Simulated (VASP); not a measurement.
# Al2Au in VASP: notebook, part 2 of 2

VASP 6.6.1. The steps go on from the part before.

### Step 4. Single point, LDA (zz strain of -1 %)

The input, INCAR:

```
SYSTEM = Al2Au
PREC = Accurate ; ENCUT = 520
EDIFF = 1E-6 ; ISMEAR = -1
SIGMA = 0.05 ; LREAL = .FALSE.
LASPH = .TRUE. ; NELM = 60
ALGO = Normal ; ISIF = 2
LWAVE = .FALSE. ; LCHARG = .FALSE.
GGA = CA ; NBANDS = 16
```

The input, KPOINTS:

```
regular mesh
0
G
  11 11 11
  0 0 0
```

The input, POSCAR:

```
Al2Au
1.0
    0.0000000000      3.0000000000      2.9700000000
    3.0000000000      0.0000000000      2.9700000000
    3.0000000000      3.0000000000      0.0000000000
Al Au
2 1
Direct
    0.2500000000      0.2500000000      0.2500000000
    0.7500000000      0.7500000000      0.7500000000
    0.0000000000      0.0000000000      0.0000000000
```

Potentials or basis: VASP PAW LDA potentials, release 64 (Al, Au).

The run is started by

```console
$ cat potpaw_LDA.64/Al/POTCAR potpaw_LDA.64/Au/POTCAR > POTCAR
$ mpirun -np 1 vasp_std > vasp.out
```

OUTCAR:

```text
SYSTEM = Al2Au
   PREC = Accurate
   ENCUT = 520
   EDIFF = 1E-6
   ISMEAR = -1
   LREAL = .FALSE.
   LASPH = .TRUE.
   NELM = 60
   ISIF = 2
   GGA = CA

 ion  position               nearest neighbor table
   1  0.250  0.250  0.250-   3 2.59   3 2.59   3 2.59   3 2.59   2 2.97   2 2.97   2 3.00   2 3.00
                             2 3.00   2 3.00
   2  0.750  0.750  0.750-   3 2.59   3 2.59   3 2.59   3 2.59   1 2.97   1 2.97   1 3.00   1 3.00
                             1 3.00   1 3.00
   3  0.000  0.000  0.000-   2 2.59   2 2.59   1 2.59   1 2.59   2 2.59   1 2.59   2 2.59   1 2.59

  LATTYP: Found a body centered tetragonal cell.
 ALAT       =     4.2426406871
 C/A-ratio  =     1.4000714267

  Lattice vectors:

 A1 = (   0.0000000000,  -3.0000000000,  -2.9700000000)
 A2 = (   0.0000000000,   3.0000000000,  -2.9700000000)
 A3 = (   3.0000000000,   0.0000000000,   2.9700000000)

Analysis of symmetry for initial positions (statically):
=====================================================================
 Subroutine PRICEL returns:
 Original cell was already a primitive cell.

 Routine SETGRP: Setting up the symmetry group for a
 body centered tetragonal supercell.

 Subroutine GETGRP returns: Found 16 space group operations
 (whereof 16 operations were pure point group operations)
 out of a pool of 16 trial point group operations.

The static configuration has the point symmetry D_4h.

Analysis of symmetry for dynamics (positions and initial velocities):
=====================================================================
 Subroutine PRICEL returns:
 Original cell was already a primitive cell.

 Routine SETGRP: Setting up the symmetry group for a
 body centered tetragonal supercell.

 Subroutine GETGRP returns: Found 16 space group operations
 (whereof 16 operations were pure point group operations)
 out of a pool of 16 trial point group operations.

The dynamic configuration has the point symmetry D_4h.

 Subroutine INISYM returns: Found 16 space group operations
 (whereof 16 operations are pure point group operations),
 and found     1 'primitive' translations

----------------------------------------------------------------------------------------

                                     Primitive cell

  volume of cell :      53.4600

  direct lattice vectors                    reciprocal lattice vectors
     0.000000000  3.000000000  2.970000000    -0.166666667  0.166666667  0.168350168
     3.000000000  0.000000000  2.970000000     0.166666667 -0.166666667  0.168350168
     3.000000000  3.000000000  0.000000000     0.166666667  0.166666667 -0.168350168

  length of vectors
     4.221480783  4.221480783  4.242640687     0.289650366  0.289650366  0.289650366

  position of ions in fractional coordinates (direct lattice)
     0.250000000  0.250000000  0.250000000
     0.750000000  0.750000000  0.750000000
     0.000000000  0.000000000  0.000000000

  ion indices of the primitive-cell ions
   primitive index   ion index
                 1           1
                 2           2
                 3           3

----------------------------------------------------------------------------------------

 KPOINTS: regular mesh

Automatic generation of k-mesh.
 Grid dimensions read from file:
 generate k-points for:   11   11   11

 Generating k-lattice:

  Cartesian coordinates                     Fractional coordinates (reciprocal lattice)
    -0.015151515  0.015151515  0.015304561     0.090909091  0.000000000  0.000000000
     0.015151515 -0.015151515  0.015304561     0.000000000  0.090909091  0.000000000
     0.015151515  0.015151515 -0.015304561     0.000000000  0.000000000  0.090909091

  Length of vectors
     0.026331851  0.026331851  0.026331851

  Shift w.r.t. Gamma in fractional coordinates (k-lattice)
     0.000000000  0.000000000  0.000000000

 Subroutine IBZKPT returns following result:
 ===========================================

 Found    126 irreducible k-points:

 Following reciprocal coordinates:
            Coordinates               Weight
  0.000000  0.000000  0.000000      1.000000
  0.090909  0.000000  0.000000      8.000000
  0.181818  0.000000  0.000000      8.000000
  0.272727 -0.000000  0.000000      8.000000
  0.363636  0.000000  0.000000      8.000000
  0.454545 -0.000000  0.000000      8.000000
[... 16 lines left out ...]
 -0.272727  0.181818  0.000000      8.000000
 -0.181818  0.181818  0.000000      4.000000
 [... further k-points ...]
   k-points           NKPTS =    126   k-points in BZ     NKDIM =    126   number of bands    NBANDS=     16
   number of dos      NEDOS =    301   number of ions     NIONS =      3
   total plane-waves  NPLWV =  32768
   dimension x,y,z NGX =    32 NGY =   32 NGZ =   32
   dimension x,y,z NGXF=    64 NGYF=   64 NGZF=   64
   ions per type =               2   1
   NGX,Y,Z   is equivalent  to a cutoff of  12.60, 12.60, 12.54 a.u.
   NGXF,Y,Z  is equivalent  to a cutoff of  25.20, 25.20, 25.08 a.u.
 SYSTEM =  Al2Au
   PREC   = accura    normal or accurate (medium, high low for compatibility)
   ISTART =      0    job   : 0-new  1-cont  2-samecut
   ICHARG =      2    charge: 1-file 2-atom 10-const
   ISPIN  =      1    spin polarized calculation?
   LNONCOLLINEAR =      F non collinear calculations
   LSORBIT =      F    spin-orbit coupling
   LASPH  =      T    aspherical Exc in radial PAW
   ENCUT  =  520.0 eV  38.22 Ry    6.18 a.u.   7.85  7.85  7.89*2*pi/ulx,y,z
   NELM   =     60;   NELMIN=  2; NELMDL= -5     # of ELM steps
   EDIFF  = 0.1E-05   stopping-criterion for ELM
   LREAL  =      F    real-space projection
   EDIFFG = 0.1E-04   stopping-criterion for IOM
   NSW    =      0    number of steps for IOM
   IBRION =     -1    ionic relax: 0-MD 1-quasi-New 2-CG
   NFREE  =      0    steps in history (QN), initial steepest desc. (CG)
   ISIF   =      2    stress and relaxation
   ISYM   =      2    0-nonsym 1-usesym 2-fastsym
   POTIM  = 0.5000    time-step for ionic-motion
   TEBEG  =    0.0;   TEEND  =   0.0 temperature during run
   PSTRESS=    0.0 pullay stress
   NELECT =      17.0000    total number of electrons
   NUPDOWN=      -1.0000    fix difference up-down
   EMIN   =  10.00;   EMAX   =-10.00  energy-range for DOS
   EFERMI =   0.00;   METHOD = LEGACY
   ISMEAR =    -1;   SIGMA  =   0.05  broadening in eV -4-tet -1-fermi 0-gaus
   EFERMI_NEDOS =   21; number of points for ismear=-14 and -15
   IALGO  =     38    algorithm
   IMIX   =      4    mixing-type and parameters
     AMIX     =   0.40;   BMIX     =  1.00
     AMIX_MAG =   1.60;   BMIX_MAG =  1.00
  volume/ion in A,a.u.               =      17.82       120.26
  Fermi-wavevector in a.u.,A,eV,Ry     =   1.117416  2.111610 16.988481  1.248618
  Thomas-Fermi vector in A             =   2.254038
   LORBIT       =      0    0 simple, 1 ext, 2 COOP (PROOUT), +10 PAW based schemes
   GGA     = CA    functional components
   LHFCALC =     F    Hartree Fock is set to
   AEXX    =    0.0000 exact exchange contribution
   IVDW    =     0    specifies the selected vdW correction
   LEPSILON=     F    determine dielectric tensor
   LRPA    =     F    only Hartree local field effects (RPA)
 non-spin polarized calculation
  energy-cutoff  :      520.00
  volume of cell :       53.46
 maximum number of plane-waves:      1453
   NGX = 15   NGY = 15   NGZ = 15

 number of electron      17.0000000 magnetization

 Free energy of the ion-electron system (eV)
  ---------------------------------------------------
  ext. energy  EPLUGINS =         0.00000000
  ---------------------------------------------------
  free energy    TOTEN  =       -14.28678624 eV

  energy without entropy =      -14.27833745  energy(sigma->0) =      -14.28256184

 E-fermi :   7.7518     XC(G=0): -10.7594

 val. band max:        7.7355173774   @ k =  -0.3636   0.1818   0.0000
 cond. band min:       7.7592534907   @ k =  -0.2727   0.0000   0.2727
 fundamental gap:      0.0237361133
 Fermi energy:         7.7517943017

 k-point     1 :       0.0000    0.0000    0.0000
  band No.  band energies     occupation
      1      -2.9057      2.00000
      2       1.0237      2.00000
      3       1.0349      2.00000
      4       1.0349      2.00000
      5       1.9934      2.00000
      6       2.0217      2.00000
[... 433 lines left out ...]
      3       1.2480      2.00000
      4       1.2835      2.00000
      5       1.8827      2.00000
      6       2.1081      2.00000
[... 8 lines left out ...]
     15      14.9147      0.00000
     16      16.7400      0.00000

 [... further k-points ...]

------------------------ aborting loop because EDIFF is reached ----------------------------------------

  FORCE on cell =-STRESS in cart. coord.  units (eV):
  Direction    XX          YY          ZZ          XY          YZ          ZX
  --------------------------------------------------------------------------------------
  -------------------------------------------------------------------------------------
  Total       -0.4588053     -0.4588053     -0.2767951      0.0000000     -0.0000000      0.0000000
  in kB      -13.7502322    -13.7502322     -8.2954500      0.0000000     -0.0000000      0.0000000
  external PRESSURE =     -11.9319715 kB  Pullay stress =       0.0000000 kB

 VOLUME and BASIS-vectors are now :
 -----------------------------------------------------------------------------
  energy-cutoff  :      520.00
  volume of cell :       53.46
      direct lattice vectors                 reciprocal lattice vectors
     0.000000000  3.000000000  2.970000000    -0.166666667  0.166666667  0.168350168
     3.000000000  0.000000000  2.970000000     0.166666667 -0.166666667  0.168350168
     3.000000000  3.000000000  0.000000000     0.166666667  0.166666667 -0.168350168

 POSITION                                       TOTAL-FORCE (eV/Angst)
 -----------------------------------------------------------------------------------
      1.50000      1.50000      1.48500         0.000000      0.000000      0.000000
      4.50000      4.50000      4.45500        -0.000000     -0.000000      0.000000
      0.00000      0.00000      0.00000         0.000000      0.000000      0.000000
 -----------------------------------------------------------------------------------
    total drift:                                0.000000     -0.000000      0.000000

  FREE ENERGIE OF THE ION-ELECTRON SYSTEM (eV)
  ---------------------------------------------------
  free  energy   TOTEN  =       -14.2867862393 eV

  energy  without entropy=      -14.2783374457  energy(sigma->0) =      -14.28256184
```

OSZICAR:

```text
N       E                     dE             d eps       ncg     rms          rms(c)
DAV:   1     0.545076688195E+02    0.54508E+02   -0.69413E+03  4104   0.882E+02
DAV:   2    -0.142388745234E+02   -0.68747E+02   -0.62526E+02  5048   0.172E+02
DAV:   3    -0.156299936527E+02   -0.13911E+01   -0.13857E+01  5128   0.235E+01
DAV:   4    -0.156391288737E+02   -0.91352E-02   -0.91345E-02  4752   0.224E+00
DAV:   5    -0.156392543224E+02   -0.12545E-03   -0.12545E-03  5304   0.264E-01    0.920E+00
DAV:   6    -0.144228914363E+02    0.12164E+01   -0.45461E+00  4648   0.214E+01    0.392E+00
DAV:   7    -0.143275463678E+02    0.95345E-01   -0.20776E-01  4304   0.458E+00    0.184E+00
DAV:   8    -0.142881487589E+02    0.39398E-01   -0.26859E-02  4952   0.958E-01    0.409E-01
DAV:   9    -0.142867846484E+02    0.13641E-02   -0.24007E-03  4744   0.465E-01    0.214E-01
DAV:  10    -0.142867908533E+02   -0.62049E-05   -0.11859E-04  4848   0.785E-02    0.362E-02
DAV:  11    -0.142867863434E+02    0.45099E-05   -0.55720E-06  5032   0.184E-02    0.130E-02
DAV:  12    -0.142867862393E+02    0.10408E-06   -0.69261E-07  2832   0.785E-03
   1 F= -.14286786E+02 E0= -.14282562E+02  d E =-.844879E-02
```

stdout:

```text
POSCAR found type information on POSCAR AlAu
 POSCAR found :  2 types and       3 ions
 scaLAPACK will be used
 LDA part: xc-table for (Slater(with rela. corr.)+CA(PZ))
 , standard interpolation
 POSCAR, INCAR and KPOINTS ok, starting setup
 FFT: planning ... GRIDC
 FFT: planning ... GRID_SOFT
 FFT: planning ... GRID
 WAVECAR not read
 entering main loop
```

Run time: 81 s. Hardware: 1 thread of Intel Xeon 8259CL, shared host; peak memory 0.23 GiB.

Results:

```yaml
Free_energy: -14.2868 eV
Pressure: -1.2 GPa
Band_gap_on_the_k_mesh: zero (an odd number of electrons rules out a gap without spin polarisation)
```

Levels at points of the mesh, in eV from the Fermi level:
```csv
k point,band 5,band 6,band 7,band 8,band 9,band 10,band 11,band 12,band 13,band 14
"(0.00, 0.00, 0.00)",-5.76,-5.73,2.15,2.89,2.89,2.96,3.83,3.97,3.97,5.59
```

Caveat: the cell differs from its parent crystal (zz strain of -1 %); spin-orbit coupling is left out, which moves the levels of the heavy elements.

### Step 5. Summary

```tsv
cell	gap on the mesh (eV)	pressure (GPa)
a = 4.326 Å, angles 60.0°, 3 atoms	none	-7.8
a = 4.200, b = 4.200, c = 4.243 Å, angles 59.7, 59.7, 60.7°, 3 atoms	none	0.0
a = 4.221, b = 4.221, c = 4.243 Å, angles 59.8, 59.8, 60.3°, 3 atoms	none	-1.2
```

Alike in all rows: task single point; level LDA; potentials or basis VASP PAW LDA potentials, release 64 (Al, Au); no spin polarisation; k mesh 11 × 11 × 11; cutoff (eV) 520; smearing fermi-dirac 0.05 eV.

Caveats: spin-orbit coupling is left out, which moves the levels of the heavy elements; the cell stands under tension (at least some runs).

Total energies depend on the potentials used, so only differences within one code and one set of settings carry meaning.
